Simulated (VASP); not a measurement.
Br: electric field gradients with PBE

Br:

```
CELL_PARAMETERS angstrom
6.67000 -4.48000 0.00000
6.67000 4.48000 0.00000
0.00000 0.00000 8.72000
ATOMIC_POSITIONS crystal
Br 0.06691 0.43309 0.11720
Br 0.06691 0.93309 0.11720
Br 0.56691 0.43309 0.11720
Br 0.56691 0.93309 0.11720
Br 0.31691 0.18309 0.38280
Br 0.31691 0.68309 0.38280
Br 0.81691 0.18309 0.38280
Br 0.81691 0.68309 0.38280
Br 0.43309 0.06691 0.88280
Br 0.43309 0.56691 0.88280
Br 0.93309 0.06691 0.88280
Br 0.93309 0.56691 0.88280
Br 0.18309 0.31691 0.61720
Br 0.18309 0.81691 0.61720
Br 0.68309 0.31691 0.61720
Br 0.68309 0.81691 0.61720
```

```yaml
Program: VASP 6.6.1
Task: electric field gradients
Functional: PBE
Potentials_or_basis: VASP PAW PBE potentials, release 64 (Br)
Cutoff: 400 eV
k_mesh: 4 × 4 × 3
Occupations: gaussian, width 0.01 eV
Spin: no spin polarisation
Dipole_correction: no
Further_INCAR_settings: ALGO = Normal; EDIFF = 1e-08; NBANDS = 70
```

The pressure is 0.5 GPa and the largest force is 0.031 eV/Å. The band gap on the k mesh is 1.52 eV and the largest electric field gradient by atom is Br +930.5 V/Å².

Forces in eV/Å, atoms in the order of the input:
```
Br   0.000 -0.021  0.023
Br   0.000 -0.021  0.023
Br   0.000 -0.021  0.023
Br   0.000 -0.021  0.023
Br   0.000 -0.021 -0.023
Br   0.000 -0.021 -0.023
Br   0.000 -0.021 -0.023
Br   0.000 -0.021 -0.023
Br   0.000  0.021 -0.023
Br   0.000  0.021 -0.023
Br   0.000  0.021 -0.023
Br   0.000  0.021 -0.023
Br   0.000  0.021  0.023
Br   0.000  0.021  0.023
Br   0.000  0.021  0.023
Br   0.000  0.021  0.023
```

Stress tensor (GPa, compression positive):
```
 1.63  0.00  0.00
 0.00 -0.04  0.00
 0.00  0.00 -0.08
```

Levels at points of the mesh, in eV from the valence-band top:
| k point | band 53 | band 54 | band 55 | band 56 | band 57 | band 58 | band 59 | band 60 |
| --- | --- | --- | --- | --- | --- | --- | --- | --- |
| (0.00, 0.00, 0.00) | -0.23 | -0.09 | -0.04 | 0.00 | 1.52 | 1.53 | 2.08 | 2.37 |
| (0.50, 0.00, 0.00) | -0.15 | -0.15 | -0.09 | -0.09 | 1.79 | 1.79 | 1.83 | 1.83 |
| (0.50, 0.50, 0.00) | -0.07 | -0.07 | -0.06 | -0.06 | 1.56 | 1.56 | 2.23 | 2.23 |

Electric field gradients, principal values (V/Å²):
```tsv
atom	least	middle	greatest (by size)
1 Br	-366.532	-563.979	930.511
2 Br	-366.532	-563.979	930.511
3 Br	-366.532	-563.979	930.511
4 Br	-366.532	-563.979	930.511
5 Br	-366.532	-563.979	930.511
6 Br	-366.532	-563.979	930.511
7 Br	-366.532	-563.979	930.511
8 Br	-366.532	-563.979	930.511
9 Br	-366.532	-563.979	930.511
10 Br	-366.532	-563.979	930.511
11 Br	-366.532	-563.979	930.511
12 Br	-366.532	-563.979	930.511
13 Br	-366.532	-563.979	930.511
14 Br	-366.532	-563.979	930.511
15 Br	-366.532	-563.979	930.511
16 Br	-366.532	-563.979	930.511
```

It took 17 min on 1 thread of AMD EPYC 7R13, with other jobs on the host, peak memory 0.51 GiB.

Caveat: this functional lacks dispersion, which holds the molecules together, so the pressure and a relaxed volume are unreliable; without QUAD_EFG the Cq values of the log hold for a quadrupole moment of 1 mb, not for the nuclei. A k mesh can miss the band edges.
